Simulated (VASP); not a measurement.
# AlN (P1) in VASP: single point with PBEsol

Aim: the single point of AlN with PBEsol.

All numbers are computed with VASP 6.6.1; they aren't measurements. Logs are shortened: lines on timing, memory, paths and dates and some standing lists are left out, and cuts for length are marked.

### 1 The cell of the first run

The typed cell holds 4 atoms: a = 3.111 Å, b = 3.111 Å, c = 4.978 Å, α = 90.00°, β = 90.00°, γ = 120.00°.

### 2 Single point, PBEsol (atom 3 (N) moved by (-0.300, +0.600) A along x and y)

The input, INCAR:

```
PREC = Accurate
ENCUT = 600
EDIFF = 1E-6
ISMEAR = 0
SIGMA = 0.05
LREAL = F
LASPH = T
NELM = 120
ALGO = Normal
ISIF = 2
LWAVE = F
LCHARG = F
GGA = PS
NBANDS = 16
GGA_COMPAT = F
```

The input, KPOINTS:

```
Automatic mesh
0
Gamma
  12 12 6
```

The input, POSCAR:

```
AlN
1.0
    3.1110021516      0.0000000000      0.0000000000
   -1.5555010758      2.6942068945      0.0000000000
    0.0000000000      0.0000000000      4.9780000000
Al N
2 2
Direct
    0.3333333333      0.6666666667      0.0000000000
    0.6666666667      0.3333333333      0.5000000000
    0.3482514077      0.8893667129      0.3850000000
    0.6666666667      0.3333333333      0.8850000000
```

Potentials or basis: VASP PAW PBE potentials, release 64 (Al, N).

On the command line:

```console
> cat potpaw_PBE.64/Al/POTCAR potpaw_PBE.64/N/POTCAR > POTCAR
> mpirun -np 1 vasp_std > vasp.out
```

OUTCAR:

```text
PREC = Accurate
   ENCUT = 600
   EDIFF = 1E-6
   ISMEAR = 0
   LREAL = F
   LASPH = T
   NELM = 120
   ISIF = 2
   GGA = PS

 ion  position               nearest neighbor table
   1  0.333  0.667  0.000-   4 1.89   4 1.89   4 1.89   3 2.03   2 3.07   2 3.07   2 3.07   2 3.07
                             2 3.07   2 3.07
   2  0.667  0.333  0.500-   3 1.36   4 1.92   3 2.04   3 2.45   1 3.07   1 3.07   1 3.07   1 3.07
                             1 3.07   1 3.07
   3  0.348  0.889  0.385-   2 1.36   1 2.03   2 2.04   2 2.45
   4  0.667  0.333  0.885-   1 1.89   1 1.89   1 1.89   2 1.92

  LATTYP: Found a hexagonal cell.
 ALAT       =     3.1110021516
 C/A-ratio  =     1.6001274694

  Lattice vectors:

 A1 = (   3.1110021516,   0.0000000000,   0.0000000000)
 A2 = (  -1.5555010758,   2.6942068945,   0.0000000000)
 A3 = (   0.0000000000,   0.0000000000,   4.9780000000)

Analysis of symmetry for initial positions (statically):
=====================================================================
 Subroutine PRICEL returns:
 Original cell was already a primitive cell.

 Routine SETGRP: Setting up the symmetry group for a
 hexagonal supercell.

 Subroutine GETGRP returns: Found  1 space group operations
 (whereof  1 operations were pure point group operations)
 out of a pool of 24 trial point group operations.

The static configuration has the point symmetry C_1 .

Analysis of symmetry for dynamics (positions and initial velocities):
=====================================================================
 Subroutine PRICEL returns:
 Original cell was already a primitive cell.

 Routine SETGRP: Setting up the symmetry group for a
 hexagonal supercell.

 Subroutine GETGRP returns: Found  1 space group operations
 (whereof  1 operations were pure point group operations)
 out of a pool of 24 trial point group operations.

The dynamic configuration has the point symmetry C_1 .

 Subroutine INISYM returns: Found  1 space group operations
 (whereof  1 operations are pure point group operations),
 and found     1 'primitive' translations

----------------------------------------------------------------------------------------

                                     Primitive cell

  volume of cell :      41.7240

  direct lattice vectors                    reciprocal lattice vectors
     3.111002152  0.000000000  0.000000000     0.321439829  0.185583372  0.000000000
    -1.555501076  2.694206895  0.000000000     0.000000000  0.371166744  0.000000000
     0.000000000  0.000000000  4.978000000     0.000000000  0.000000000  0.200883889

  length of vectors
     3.111002152  3.111002152  4.978000000     0.371166744  0.371166744  0.200883889

  position of ions in fractional coordinates (direct lattice)
     0.333333333  0.666666667  0.000000000
     0.666666667  0.333333333  0.500000000
     0.348251408  0.889366713  0.385000000
     0.666666667  0.333333333  0.885000000

  ion indices of the primitive-cell ions
   primitive index   ion index
                 1           1
                 2           2
                 3           3
                 4           4

----------------------------------------------------------------------------------------

 KPOINTS: Automatic mesh

Automatic generation of k-mesh.
 Grid dimensions read from file:
 generate k-points for:   12   12    6

 Generating k-lattice:

  Cartesian coordinates                     Fractional coordinates (reciprocal lattice)
     0.026786652  0.015465281  0.000000000     0.083333333  0.000000000  0.000000000
     0.000000000  0.030930562  0.000000000     0.000000000  0.083333333  0.000000000
     0.000000000  0.000000000  0.033480648     0.000000000  0.000000000  0.166666667

  Length of vectors
     0.030930562  0.030930562  0.033480648

  Shift w.r.t. Gamma in fractional coordinates (k-lattice)
     0.000000000  0.000000000  0.000000000

 Subroutine IBZKPT returns following result:
 ===========================================

 Found    436 irreducible k-points:

 Following reciprocal coordinates:
            Coordinates               Weight
  0.000000  0.000000  0.000000      1.000000
  0.083333  0.000000  0.000000      2.000000
  0.000000  0.083333  0.000000      2.000000
 -0.083333  0.083333  0.000000      2.000000
  0.166667 -0.000000  0.000000      2.000000
  0.000000  0.166667  0.000000      2.000000
[... 16 lines left out ...]
  0.166667  0.083333  0.000000      2.000000
 -0.083333  0.250000  0.000000      2.000000
 [... further k-points ...]
   k-points           NKPTS =    436   k-points in BZ     NKDIM =    436   number of bands    NBANDS=     16
   number of dos      NEDOS =    301   number of ions     NIONS =      4
   total plane-waves  NPLWV =  31360
   dimension x,y,z NGX =    28 NGY =   28 NGZ =   40
   dimension x,y,z NGXF=    56 NGYF=   56 NGZF=   80
   ions per type =               2   2
   NGX,Y,Z   is equivalent  to a cutoff of  14.96, 14.96, 13.36 a.u.
   NGXF,Y,Z  is equivalent  to a cutoff of  29.93, 29.93, 26.72 a.u.
 SYSTEM =  unknown system
   PREC   = accura    normal or accurate (medium, high low for compatibility)
   ISTART =      0    job   : 0-new  1-cont  2-samecut
   ICHARG =      2    charge: 1-file 2-atom 10-const
   ISPIN  =      1    spin polarized calculation?
   LNONCOLLINEAR =      F non collinear calculations
   LSORBIT =      F    spin-orbit coupling
   LASPH  =      T    aspherical Exc in radial PAW
   ENCUT  =  600.0 eV  44.10 Ry    6.64 a.u.   6.21  6.21  9.94*2*pi/ulx,y,z
   NELM   =    120;   NELMIN=  2; NELMDL= -5     # of ELM steps
   EDIFF  = 0.1E-05   stopping-criterion for ELM
   LREAL  =      F    real-space projection
   EDIFFG = 0.1E-04   stopping-criterion for IOM
   NSW    =      0    number of steps for IOM
   IBRION =     -1    ionic relax: 0-MD 1-quasi-New 2-CG
   NFREE  =      0    steps in history (QN), initial steepest desc. (CG)
   ISIF   =      2    stress and relaxation
   ISYM   =      2    0-nonsym 1-usesym 2-fastsym
   POTIM  = 0.5000    time-step for ionic-motion
   TEBEG  =    0.0;   TEEND  =   0.0 temperature during run
   PSTRESS=    0.0 pullay stress
   NELECT =      16.0000    total number of electrons
   NUPDOWN=      -1.0000    fix difference up-down
   EMIN   =  10.00;   EMAX   =-10.00  energy-range for DOS
   EFERMI =   0.00;   METHOD = LEGACY
   ISMEAR =     0;   SIGMA  =   0.05  broadening in eV -4-tet -1-fermi 0-gaus
   EFERMI_NEDOS =   21; number of points for ismear=-14 and -15
   IALGO  =     38    algorithm
   IMIX   =      4    mixing-type and parameters
     AMIX     =   0.40;   BMIX     =  1.00
     AMIX_MAG =   1.60;   BMIX_MAG =  1.00
  volume/ion in A,a.u.               =      10.43        70.39
  Fermi-wavevector in a.u.,A,eV,Ry     =   1.189377  2.247596 19.247033  1.414617
  Thomas-Fermi vector in A             =   2.325485
   LORBIT       =      0    0 simple, 1 ext, 2 COOP (PROOUT), +10 PAW based schemes
   GGA     = PS    functional components
   LHFCALC =     F    Hartree Fock is set to
   AEXX    =    0.0000 exact exchange contribution
   IVDW    =     0    specifies the selected vdW correction
   LEPSILON=     F    determine dielectric tensor
   LRPA    =     F    only Hartree local field effects (RPA)
 non-spin polarized calculation
 Gauss-broadening in eV      SIGMA  =   0.05
  energy-cutoff  :      600.00
  volume of cell :       41.72
 maximum number of plane-waves:      1412
 NGX is ok and might be reduce to    28
   NGX = 13   NGY = 13   NGZ = 19

 number of electron      16.0000001 magnetization

 Free energy of the ion-electron system (eV)
  ---------------------------------------------------
  ext. energy  EPLUGINS =         0.00000000
  ---------------------------------------------------
  free energy    TOTEN  =       -25.61707486 eV

  energy without entropy =      -25.61707486  energy(sigma->0) =      -25.61707486

 E-fermi :   6.7618     XC(G=0): -11.0726

 val. band max:        6.4629097214   @ k =   0.0000   0.0000   0.0000
 cond. band min:       9.5766766035   @ k =   0.0000   0.0000   0.0000
 fundamental gap:      3.1137668821
 Fermi energy:         6.7618027088

 k-point     1 :       0.0000    0.0000    0.0000
  band No.  band energies     occupation
      1      -9.1161      2.00000
      2      -6.9075      2.00000
      3       0.0007      2.00000
      4       4.6530      2.00000
      5       5.3020      2.00000
      6       5.6155      2.00000
[... 8 lines left out ...]
     15      19.1883      0.00000
     16      20.1783      0.00000

 k-point     2 :       0.0833    0.0000    0.0000
  band No.  band energies     occupation
      1      -9.0282      2.00000
      2      -6.8557      2.00000
      3       0.1051      2.00000
      4       4.3227      2.00000
      5       5.0899      2.00000
      6       5.4631      2.00000
[... 8 lines left out ...]
     15      19.1561      0.00000
     16      19.5993      0.00000

 k-point     3 :       0.0000    0.0833    0.0000
  band No.  band energies     occupation
      1      -9.0261      2.00000
      2      -6.8582      2.00000
      3       0.1083      2.00000
      4       4.3079      2.00000
      5       5.1101      2.00000
      6       5.3555      2.00000
[... 8 lines left out ...]
     15      19.0371      0.00000
     16      19.6692      0.00000

 k-point     4 :      -0.0833    0.0833    0.0000
  band No.  band energies     occupation
      1      -9.0317      2.00000
      2      -6.8522      2.00000
      3       0.0994      2.00000
      4       4.4005      2.00000
      5       4.9360      2.00000
      6       5.5594      2.00000
[... 8 lines left out ...]
     15      19.1618      0.00000
     16      19.6564      0.00000

 k-point     5 :       0.1667   -0.0000    0.0000
  band No.  band energies     occupation
      1      -8.7728      2.00000
      2      -6.7135      2.00000
      3       0.4123      2.00000
      4       3.4379      2.00000
      5       4.4577      2.00000
      6       5.1990      2.00000
[... 8 lines left out ...]
     15      18.8115      0.00000
     16      19.9257      0.00000

 k-point     6 :       0.0000    0.1667    0.0000
  band No.  band energies     occupation
      1      -8.7633      2.00000
      2      -6.7247      2.00000
      3       0.4263      2.00000
      4       3.4603      2.00000
      5       4.3829      2.00000
      6       4.9890      2.00000
[... 8 lines left out ...]
     15      18.7611      0.00000
     16      19.5743      0.00000

 k-point     7 :      -0.1667    0.1667    0.0000
  band No.  band energies     occupation
      1      -8.7881      2.00000
      2      -6.6967      2.00000
      3       0.3867      2.00000
      4       3.4211      2.00000
      5       4.4972      2.00000
      6       5.1163      2.00000
[... 8 lines left out ...]
     15      18.5405      0.00000
     16      19.5497      0.00000

 k-point     8 :       0.2500   -0.0000    0.0000
  band No.  band energies     occupation
      1      -8.3774      2.00000
      2      -6.5217      2.00000
      3       0.9011      2.00000
      4       2.3501      2.00000
      5       3.6270      2.00000
      6       4.8988      2.00000
[... 8 lines left out ...]
     15      19.2997      0.00000
     16      20.6115      0.00000

 k-point     9 :       0.0000    0.2500    0.0000
  band No.  band energies     occupation
      1      -8.3520      2.00000
      2      -6.5532      2.00000
      3       0.9386      2.00000
      4       2.4588      2.00000
      5       3.4171      2.00000
      6       4.6585      2.00000
[... 8 lines left out ...]
     15      18.4853      0.00000
     16      20.0538      0.00000
[... 172 lines left out ...]
 k-point    19 :       0.5000    0.5000    0.0000
  band No.  band energies     occupation
      1      -7.4533      2.00000
      2      -5.9996      2.00000
      3      -0.0581      2.00000
      4       2.0727      2.00000
      5       2.6233      2.00000
      6       3.9137      2.00000
[... 8 lines left out ...]
     15      20.0272      0.00000
     16      21.5994      0.00000

 k-point    20 :       0.0833    0.0833    0.0000
  band No.  band energies     occupation
      1      -8.8487      2.00000
      2      -6.7673      2.00000
      3       0.3231      2.00000
      4       3.6970      2.00000
      5       4.7317      2.00000
      6       5.0765      2.00000
[... 8 lines left out ...]
     15      18.6746      0.00000
     16      19.4029      0.00000

 k-point    21 :      -0.0833    0.1667    0.0000
  band No.  band energies     occupation
      1      -8.8593      2.00000
      2      -6.7561      2.00000
      3       0.3055      2.00000
      4       3.7778      2.00000
      5       4.4805      2.00000
      6       5.2592      2.00000
[... 8 lines left out ...]
     15      18.8166      0.00000
     16      19.4369      0.00000

 k-point    22 :      -0.1667    0.0833    0.0000
  band No.  band energies     occupation
      1      -8.8658      2.00000
      2      -6.7486      2.00000
      3       0.2959      2.00000
      4       3.8043      2.00000
      5       4.5170      2.00000
      6       5.3676      2.00000
[... 8 lines left out ...]
     15      18.6621      0.00000
     16      19.6753      0.00000

 k-point    23 :       0.1667    0.0833    0.0000
  band No.  band energies     occupation
      1      -8.5169      2.00000
      2      -6.6063      2.00000
      3       0.7313      2.00000
      4       2.7998      2.00000
      5       3.9648      2.00000
      6       4.7795      2.00000
[... 8 lines left out ...]
     15      18.7566      0.00000
     16      19.5941      0.00000

 k-point    24 :      -0.0833    0.2500    0.0000
  band No.  band energies     occupation
      1      -8.5264      2.00000
      2      -6.5962      2.00000
      3       0.7128      2.00000
      4       2.8786      2.00000
      5       3.6907      2.00000
      6       4.7954      2.00000
[... 8 lines left out ...]
     15      19.3222      0.00000
     16      19.9290      0.00000

 [... further k-points ...]
[... 5 lines left out ...]
  --------------------------------------------------------------------------------------
  -------------------------------------------------------------------------------------
  Total        0.0907085     26.6042035      6.0185259      7.6327232     13.4165117      4.2850323
  in kB        3.4831511   1021.5854464    231.1077825    293.0919879    515.1859949    164.5426667
  external PRESSURE =     418.7254600 kB  Pullay stress =       0.0000000 kB

 VOLUME and BASIS-vectors are now :
 -----------------------------------------------------------------------------
  energy-cutoff  :      600.00
  volume of cell :       41.72
      direct lattice vectors                 reciprocal lattice vectors
     3.111002152  0.000000000  0.000000000     0.321439829  0.185583372  0.000000000
    -1.555501076  2.694206895  0.000000000     0.000000000  0.371166744  0.000000000
     0.000000000  0.000000000  4.978000000     0.000000000  0.000000000  0.200883889

 POSITION                                       TOTAL-FORCE (eV/Angst)
 -----------------------------------------------------------------------------------
     -0.00000      1.79614      0.00000        -0.503790      0.817955      0.863653
      1.55550      0.89807      2.48900         6.271969     25.797809     11.688711
     -0.30000      2.39614      1.91653        -5.849661    -27.276001    -12.149651
      1.55550      0.89807      4.40553         0.081481      0.660237     -0.402713
 -----------------------------------------------------------------------------------
    total drift:                               -0.000162     -0.001801      0.000212

  FREE ENERGIE OF THE ION-ELECTRON SYSTEM (eV)
  ---------------------------------------------------
  free  energy   TOTEN  =       -25.6170748638 eV

  energy  without entropy=      -25.6170748638  energy(sigma->0) =      -25.61707486
```

Run time: 2 min. Hardware: 1 thread of Intel Xeon 6975P-C (Granite Rapids), shared host; peak memory 0.4 GiB.

What came out:

* Free energy: -25.6171 eV
* Pressure: 41.9 GPa
* Largest force: 30.427 eV/Å
* Band gap on the k mesh: 3.11 eV

Forces on the atoms (eV/Å):
```
Al   -0.504   0.818   0.864
Al    6.272  25.798  11.689
N    -5.850 -27.276 -12.150
N     0.081   0.660  -0.403
```

Stress tensor (GPa, compression positive):
```
  0.35  29.31  16.45
 29.31 102.16  51.52
 16.45  51.52  23.11
```

Caveat: the cell differs from its parent crystal (atom 3 (N) moved by (-0.300, +0.600) A along x and y); the stress differs along the axes, from 0 to 102 GPa; the PAW data sets were made with another functional, which shifts forces and pressure a little. A k mesh can miss the band edges.
